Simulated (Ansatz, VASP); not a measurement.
**MoS2: VASP beside Ansatz**

```
Mo S
1.0
     3.20580    0.00000    0.00000
    -1.60290    2.77631    0.00000
     0.00000    0.00000    6.27011
Mo S
1 2
Cartesian
  0.0000 0.0000 3.1351
  1.6029 0.9254 4.6692
  0.0000 1.8509 1.6009
```

Change from the starting cell: volume scaled by 0.98.

Alike in both runs: task single point; functional LDA; k mesh 9 × 9 × 4; occupations fermi-dirac, width 0.05 eV; no spin polarisation.

|  | VASP | Ansatz |
| --- | --- | --- |
| version | VASP 6.6.1 | Ansatz 0.2.0 |
| potentials or method | VASP PAW LDA potentials, release 64 (Mo_sv, S), cutoff 520 eV | all-electron LAPW, scalar-relativistic |

Ansatz gave:

- gap on the k mesh at the Fermi level (eV): none
- pressure (GPa): -3.3
- traceless stress, the component that is largest in VASP (GPa): 2.43
- rms of the force components (eV/Å): 0.081

Estimate VASP's values.

gap on the k mesh at the Fermi level (eV): none; pressure (GPa): -3.3; traceless stress, the component that is largest in VASP (GPa): 2.46; rms of the force components (eV/Å): 0.090.

LDA's correlation is that of Perdew and Zunger in VASP and of Perdew and Wang (1992) in Ansatz. Atom by atom the forces differ by 0.009 eV/Å (rms over components). A gap of «none» marks a metal or a gap that the smearing closes. Ansatz ran all-electron here, and VASP with PAW potentials.
